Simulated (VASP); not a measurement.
# Si (a cell with a defect) in VASP: relaxation of the atoms with PBEsol

Aim: the relaxation of the atoms of Si (a cell with a defect) with PBEsol.

Program: VASP 6.6.1. These are calculated values, not measurements. Logs are shortened: lines on timing, memory, paths and dates and some standing lists are left out, and cuts for length are marked.

## 1. The cell of the first run

The cell holds a defect, 17 atoms: a = 7.679 Å, b = 7.679 Å, c = 7.679 Å, α = 60.00°, β = 60.00°, γ = 60.00°.

## 2. Relaxation of the atoms, PBEsol

The input, INCAR:

```
SYSTEM = Si
  PREC = Accurate
  ENCUT = 520
  EDIFF = 1E-7
  ISMEAR = -1
  SIGMA = 0.02
  LREAL = Auto
  LASPH = .TRUE.
  NELM = 100
  ALGO = Normal
  ISIF = 2
  LWAVE = .FALSE.
  LCHARG = .FALSE.
  GGA = PS
  IBRION = 2
  NSW = 45
  EDIFFG = -0.08
```

The input, KPOINTS:

```
Automatic mesh
0
G
  2 2 2
  0 0 0
```

The input, POSCAR:

```
Si
1.0
    0.0000000000      5.4300000000      5.4300000000
    5.4300000000      0.0000000000      5.4300000000
    5.4300000000      5.4300000000      0.0000000000
Si
17
Direct
    0.0000000000      0.0000000000      0.0000000000
    0.1250000000      0.1250000000      0.1250000000
    0.0000000000      0.0000000000      0.5000000000
    0.1250000000      0.1250000000      0.6250000000
    0.0000000000      0.5000000000      0.0000000000
    0.1250000000      0.6250000000      0.1250000000
    0.0000000000      0.5000000000      0.5000000000
    0.1250000000      0.6250000000      0.6250000000
    0.5000000000      0.0000000000      0.0000000000
    0.6250000000      0.1250000000      0.1250000000
    0.5000000000      0.0000000000      0.5000000000
    0.6250000000      0.1250000000      0.6250000000
    0.5000000000      0.5000000000      0.0000000000
    0.6250000000      0.6250000000      0.1250000000
    0.5000000000      0.5000000000      0.5000000000
    0.6250000000      0.6250000000      0.6250000000
    0.3782675000      0.3759699000      0.3704479000
```

Potentials or basis: VASP PAW PBE potentials, release 64 (Si).

Command:

```console
$ cat potpaw_PBE.64/Si/POTCAR > POTCAR
$ mpirun -np 1 vasp_std > vasp.out
```

OUTCAR:

```text
SYSTEM = Si
   PREC = Accurate
   ENCUT = 520
   EDIFF = 1E-7
   ISMEAR = -1
   LREAL = Auto
   LASPH = .TRUE.
   NELM = 100
   ISIF = 2
   GGA = PS
   IBRION = 2
   NSW = 45
   EDIFFG = -0.08

 ion  position               nearest neighbor table
   1  0.000  0.000  0.000-   2 2.35   4 2.35   6 2.35  10 2.35
   2  0.125  0.125  0.125-   1 2.35   3 2.35   5 2.35   9 2.35
   3  0.000  0.000  0.500-   2 2.35   4 2.35   8 2.35  12 2.35
   4  0.125  0.125  0.625-   1 2.35   3 2.35   7 2.35  11 2.35  17 2.74
   5  0.000  0.500  0.000-   2 2.35   6 2.35   8 2.35  14 2.35
   6  0.125  0.625  0.125-   1 2.35   5 2.35   7 2.35  13 2.35  17 2.71
   7  0.000  0.500  0.500-   4 2.35   6 2.35   8 2.35  16 2.35  17 2.37
   8  0.125  0.625  0.625-   3 2.35   5 2.35   7 2.35  15 2.35  17 2.73
   9  0.500  0.000  0.000-   2 2.35  10 2.35  12 2.35  14 2.35
  10  0.625  0.125  0.125-   1 2.35   9 2.35  11 2.35  13 2.35  17 2.70
  11  0.500  0.000  0.500-   4 2.35  10 2.35  12 2.35  16 2.35  17 2.36
  12  0.625  0.125  0.625-   3 2.35   9 2.35  11 2.35  15 2.35  17 2.72
  13  0.500  0.500  0.000-  17 2.32  10 2.35  14 2.35  16 2.35   6 2.35
  14  0.625  0.625  0.125-   5 2.35   9 2.35  13 2.35  15 2.35  17 2.69
  15  0.500  0.500  0.500-   8 2.35  12 2.35  14 2.35  16 2.35  17 2.35
  16  0.625  0.625  0.625-   7 2.35  11 2.35  13 2.35  15 2.35
  17  0.378  0.376  0.370-  13 2.32  15 2.35  11 2.36   7 2.37  14 2.69  10 2.70   6 2.71  12 2.72
                             8 2.73   4 2.74

  LATTYP: Found a face centered cubic cell.
 ALAT       =    10.8600000000

  Lattice vectors:

 A1 = (   0.0000000000,   5.4300000000,   5.4300000000)
 A2 = (   5.4300000000,   0.0000000000,   5.4300000000)
 A3 = (   5.4300000000,   5.4300000000,   0.0000000000)

Analysis of symmetry for initial positions (statically):
=====================================================================
 Subroutine PRICEL returns:
 Original cell was already a primitive cell.

 Routine SETGRP: Setting up the symmetry group for a
 face centered cubic supercell.

 Subroutine GETGRP returns: Found  1 space group operations
 (whereof  1 operations were pure point group operations)
 out of a pool of 48 trial point group operations.

The static configuration has the point symmetry C_1 .

Analysis of symmetry for dynamics (positions and initial velocities):
=====================================================================
 Subroutine PRICEL returns:
 Original cell was already a primitive cell.

 Routine SETGRP: Setting up the symmetry group for a
 face centered cubic supercell.

 Subroutine GETGRP returns: Found  1 space group operations
 (whereof  1 operations were pure point group operations)
 out of a pool of 48 trial point group operations.

The dynamic configuration has the point symmetry C_1 .

 Subroutine INISYM returns: Found  1 space group operations
 (whereof  1 operations are pure point group operations),
 and found     1 'primitive' translations

----------------------------------------------------------------------------------------

                                     Primitive cell

  volume of cell :     320.2060

  direct lattice vectors                    reciprocal lattice vectors
     0.000000000  5.430000000  5.430000000    -0.092081031  0.092081031  0.092081031
     5.430000000  0.000000000  5.430000000     0.092081031 -0.092081031  0.092081031
     5.430000000  5.430000000  0.000000000     0.092081031  0.092081031 -0.092081031

  length of vectors
     7.679179644  7.679179644  7.679179644     0.159489025  0.159489025  0.159489025

  position of ions in fractional coordinates (direct lattice)
     0.000000000  0.000000000  0.000000000
     0.125000000  0.125000000  0.125000000
     0.000000000  0.000000000  0.500000000
     0.125000000  0.125000000  0.625000000
     0.000000000  0.500000000  0.000000000
     0.125000000  0.625000000  0.125000000
[... 9 lines left out ...]
     0.625000000  0.625000000  0.625000000
     0.378267500  0.375969900  0.370447900

  ion indices of the primitive-cell ions
   primitive index   ion index
                 1           1
                 2           2
                 3           3
                 4           4
                 5           5
                 6           6
[... 9 lines left out ...]
                16          16
                17          17

----------------------------------------------------------------------------------------

 KPOINTS: Automatic mesh

Automatic generation of k-mesh.
 Grid dimensions read from file:
 generate k-points for:    2    2    2

 Generating k-lattice:

  Cartesian coordinates                     Fractional coordinates (reciprocal lattice)
    -0.046040516  0.046040516  0.046040516     0.500000000  0.000000000  0.000000000
     0.046040516 -0.046040516  0.046040516     0.000000000  0.500000000  0.000000000
     0.046040516  0.046040516 -0.046040516     0.000000000  0.000000000  0.500000000

  Length of vectors
     0.079744512  0.079744512  0.079744512

  Shift w.r.t. Gamma in fractional coordinates (k-lattice)
     0.000000000  0.000000000  0.000000000

 Subroutine IBZKPT returns following result:
 ===========================================

 Found      8 irreducible k-points:

 Following reciprocal coordinates:
            Coordinates               Weight
  0.000000  0.000000  0.000000      1.000000
  0.500000  0.000000  0.000000      1.000000
  0.000000  0.500000  0.000000      1.000000
  0.000000  0.000000  0.500000      1.000000
  0.500000  0.500000  0.500000      1.000000
  0.500000  0.500000  0.000000      1.000000
  0.000000  0.500000  0.500000      1.000000
  0.500000  0.000000  0.500000      1.000000
   k-points           NKPTS =      8   k-points in BZ     NKDIM =      8   number of bands    NBANDS=     43
   number of dos      NEDOS =    301   number of ions     NIONS =     17
   total plane-waves  NPLWV = 216000
   dimension x,y,z NGX =    60 NGY =   60 NGZ =   60
   dimension x,y,z NGXF=   120 NGYF=  120 NGZF=  120
   ions per type =              17
   NGX,Y,Z   is equivalent  to a cutoff of  12.99, 12.99, 12.99 a.u.
   NGXF,Y,Z  is equivalent  to a cutoff of  25.98, 25.98, 25.98 a.u.
 SYSTEM =  Si
   PREC   = accura    normal or accurate (medium, high low for compatibility)
   ISTART =      0    job   : 0-new  1-cont  2-samecut
   ICHARG =      2    charge: 1-file 2-atom 10-const
   ISPIN  =      1    spin polarized calculation?
   LNONCOLLINEAR =      F non collinear calculations
   LSORBIT =      F    spin-orbit coupling
   LASPH  =      T    aspherical Exc in radial PAW
   ENCUT  =  520.0 eV  38.22 Ry    6.18 a.u.  14.28 14.28 14.28*2*pi/ulx,y,z
   NELM   =    100;   NELMIN=  2; NELMDL= -5     # of ELM steps
   EDIFF  = 0.1E-06   stopping-criterion for ELM
   LREAL  =      T    real-space projection
   EDIFFG = -.8E-01   stopping-criterion for IOM
   NSW    =     45    number of steps for IOM
   IBRION =      2    ionic relax: 0-MD 1-quasi-New 2-CG
   NFREE  =      1    steps in history (QN), initial steepest desc. (CG)
   ISIF   =      2    stress and relaxation
   ISYM   =      2    0-nonsym 1-usesym 2-fastsym
   POTIM  = 0.5000    time-step for ionic-motion
   TEBEG  =    0.0;   TEEND  =   0.0 temperature during run
   PSTRESS=    0.0 pullay stress
   NELECT =      68.0000    total number of electrons
   NUPDOWN=      -1.0000    fix difference up-down
   EMIN   =  10.00;   EMAX   =-10.00  energy-range for DOS
   EFERMI =   0.00;   METHOD = LEGACY
   ISMEAR =    -1;   SIGMA  =   0.02  broadening in eV -4-tet -1-fermi 0-gaus
   EFERMI_NEDOS =   21; number of points for ismear=-14 and -15
   IALGO  =     38    algorithm
   IMIX   =      4    mixing-type and parameters
     AMIX     =   0.40;   BMIX     =  1.00
     AMIX_MAG =   1.60;   BMIX_MAG =  1.00
  volume/ion in A,a.u.               =      18.84       127.11
  Fermi-wavevector in a.u.,A,eV,Ry     =   0.976715  1.845724 12.979587  0.953973
  Thomas-Fermi vector in A             =   2.107356
   LORBIT       =      0    0 simple, 1 ext, 2 COOP (PROOUT), +10 PAW based schemes
   GGA     = PS    functional components
   LHFCALC =     F    Hartree Fock is set to
   AEXX    =    0.0000 exact exchange contribution
   IVDW    =     0    specifies the selected vdW correction
   LEPSILON=     F    determine dielectric tensor
   LRPA    =     F    only Hartree local field effects (RPA)
 conjugate gradient relaxation of ions
 non-spin polarized calculation
  energy-cutoff  :      520.00
  volume of cell :      320.21
 maximum number of plane-waves:      8646
 NGX is ok and might be reduce to    60
   NGX = 29   NGY = 29   NGZ = 29

--------------------------------------- Ionic step        1  -------------------------------------------

 number of electron      68.0000003 magnetization

 Free energy of the ion-electron system (eV)
  ---------------------------------------------------
  ext. energy  EPLUGINS =         0.00000000
  ---------------------------------------------------
  free energy    TOTEN  =       -93.80765839 eV

  energy without entropy =      -93.79806239  energy(sigma->0) =      -93.80286039

------------------------ aborting loop because EDIFF is reached ----------------------------------------

  FORCE on cell =-STRESS in cart. coord.  units (eV):
  Direction    XX          YY          ZZ          XY          YZ          ZX
  --------------------------------------------------------------------------------------
  -------------------------------------------------------------------------------------
  Total        7.9598848      7.9561281      7.9630135      0.2944339     -0.2491075     -0.0961305
  in kB       39.8279431     39.8091464     39.8435979      1.4732242     -1.2464300     -0.4809967
  external PRESSURE =      39.8268958 kB  Pullay stress =       0.0000000 kB
[... 138 lines left out ...]
  energy  without entropy=      -93.9139163311  energy(sigma->0) =      -93.91982189

--------------------------------------- Ionic step        4  -------------------------------------------

 number of electron      68.0000001 magnetization

 Free energy of the ion-electron system (eV)
  ---------------------------------------------------
  ext. energy  EPLUGINS =         0.00000000
  ---------------------------------------------------
  free energy    TOTEN  =       -93.92784659 eV

  energy without entropy =      -93.91599415  energy(sigma->0) =      -93.92192037

 E-fermi :   6.7905     XC(G=0):  -9.8062

 val. band max:        6.5629689966   @ k =   0.0000   0.0000   0.0000
 cond. band min:       6.8101002641   @ k =   0.5000   0.0000   0.5000
 fundamental gap:      0.2471312675
 Fermi energy:         6.7904673037

 k-point     1 :       0.0000    0.0000    0.0000
  band No.  band energies     occupation
      1      -6.3918      2.00000
      2      -3.8216      2.00000
      3      -3.6868      2.00000
      4      -3.6845      2.00000
      5      -3.6831      2.00000
      6      -2.8905      2.00000
[... 401 lines left out ...]
  FREE ENERGIE OF THE ION-ELECTRON SYSTEM (eV)
  ---------------------------------------------------
  free  energy   TOTEN  =       -93.9278465854 eV

  energy  without entropy=      -93.9159941451  energy(sigma->0) =      -93.92192037

 reached required accuracy - stopping structural energy minimisation
```

It took 4.5 min on 1 thread of Intel Xeon 6975P-C (Granite Rapids), shared host; peak memory 0.53 GiB.

Results:

```yaml
Free_energy: -93.9278 eV
Energy_gained_by_relaxing: 7.1 meV/atom
Ionic_steps: 4
Pressure_after_relaxing: 3.5 GPa
Largest_force_after_relaxing: 0.046 eV/Å
Band_gap_on_the_k_mesh: zero (bands 34 and 35 overlap by 0.25 eV)
```

Forces on the atoms (eV/Å):
```
Si   0.011  0.010  0.005
Si  -0.002 -0.001  0.002
Si  -0.007 -0.008  0.006
Si  -0.004  0.000 -0.031
Si  -0.005  0.009 -0.012
Si  -0.006 -0.026  0.006
Si  -0.027  0.018  0.028
Si   0.030  0.001  0.005
Si   0.011 -0.006 -0.011
Si  -0.023 -0.003  0.005
Si   0.013 -0.021  0.026
Si  -0.002  0.028  0.003
Si   0.000  0.004  0.001
Si  -0.004 -0.003  0.022
Si  -0.023 -0.019 -0.010
Si   0.010  0.007 -0.011
Si   0.029  0.011 -0.035
```

The path:
| step | energy change (eV) | largest force (eV/Å) | pressure (GPa) |
| --- | --- | --- | --- |
| 1 | 0.0000 | 1.0400 | 3.98 |
| 2 | -0.1170 | 0.1171 | 3.51 |
| 3 | -0.1181 | 0.1495 | 3.47 |
| 4 | -0.1202 | 0.0465 | 3.48 |

Final structure:
```
Si
1.0
     0.00000    5.43000    5.43000
     5.43000    0.00000    5.43000
     5.43000    5.43000    0.00000
Si
17
Direct
  0.00058 0.00049 0.00030
  0.12495 0.12499 0.12506
  0.00049 0.00041 0.49871
  0.12234 0.12237 0.62764
  0.00059 0.49862 0.00031
  0.12222 0.62777 0.12225
  0.99379 0.50199 0.50220
  0.12233 0.62766 0.62766
  0.49859 0.00054 0.00035
  0.62783 0.12217 0.12218
  0.50209 0.99331 0.50240
  0.62772 0.12228 0.62771
  0.50252 0.50263 0.99220
  0.62784 0.62784 0.12217
  0.50214 0.50223 0.50245
  0.62576 0.62525 0.62390
  0.37649 0.37542 0.37296
```

Levels at points of the mesh, in eV from the Fermi level:
```tsv
k point	band 31	band 32	band 33	band 34	band 35	band 36	band 37	band 38
(0.00, 0.00, 0.00)	-0.76	-0.76	-0.76	-0.24	-0.23	-0.23	0.05	0.05
(0.50, 0.00, 0.00)	-1.51	-1.35	-1.35	-0.32	0.51	0.52	0.88	0.88
(0.00, 0.50, 0.00)	-1.51	-1.35	-1.35	-0.32	0.51	0.52	0.88	0.88
(0.00, 0.00, 0.50)	-1.51	-1.35	-1.35	-0.32	0.52	0.52	0.88	0.88
(0.50, 0.50, 0.50)	-1.51	-1.35	-1.35	-0.32	0.51	0.52	0.88	0.88
(0.50, 0.50, 0.00)	-1.94	-1.81	-0.96	0.02	0.72	1.05	1.05	1.15
(0.00, 0.50, 0.50)	-1.94	-1.81	-0.96	0.02	0.72	1.05	1.05	1.15
(0.50, 0.00, 0.50)	-1.94	-1.81	-0.96	0.02	0.72	1.05	1.05	1.15
```

Caveat: the k points lie up to 0.50 Å⁻¹ apart; the PAW data sets were made with another functional, which shifts forces and pressure a little; the relaxation stopped at a loose force limit of 0.08 eV/Å, so its end isn't a converged minimum.

The gap in the log of VASP goes by the Fermi energy; the results here count the filled bands.